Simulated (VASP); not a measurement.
BN: vibrations by perturbation theory with LDA

BN:

```xyz
2
Lattice="2.4496 0.0024 -0.2356 -1.2156 2.1267 0.2356 -1.0357 -0.8219 2.0755" Properties=species:S:1:pos:R:3 pbc="T T T"
B     1.2528    2.1021    0.2361
N     0.1629   -0.1106    1.7338
```

- Program: VASP 6.6.1
- Task: vibrations by perturbation theory
- Functional: LDA
- Potentials or basis: VASP PAW LDA potentials, release 64 (B, N)
- Cutoff: 520 eV
- k mesh: 14 × 14 × 14
- Occupations: gaussian, width 0.01 eV
- Spin: no spin polarisation
- Dipole correction: no
- Further INCAR settings: ALGO = Normal; EDIFF = 1e-08; IBRION = 8; NSW = 1

The electronic dielectric tensor (diagonal) is 4.50 and the born charges (mean of the diagonal) is B +1.83; N -1.83 e. The highest phonon frequency at Γ, LO-TO splitting left out is 1186 cm⁻¹.

Phonon frequencies in cm⁻¹ (negative: imaginary):
| q point | frequencies |
| --- | --- |
| (0.000, 0.000, 0.000) | 0 0 0 1186 1186 1186 |

Electronic dielectric tensor:
```
4.50 0.00 0.00
0.00 4.50 0.00
0.00 0.00 4.50
```

Born effective charge tensors (e):
atom 1, B
```
1.83 0.00 0.00
0.00 1.83 0.00
0.00 0.00 1.83
```
atom 2, N
```
-1.83  0.00  0.00
 0.00 -1.83  0.00
 0.00  0.00 -1.83
```

Run time: 15 min on 1 thread of AMD EPYC 7R13 (shared host), peak memory 0.33 GiB.

Caveat: the cell stands under pressure or tension, which shifts response properties.
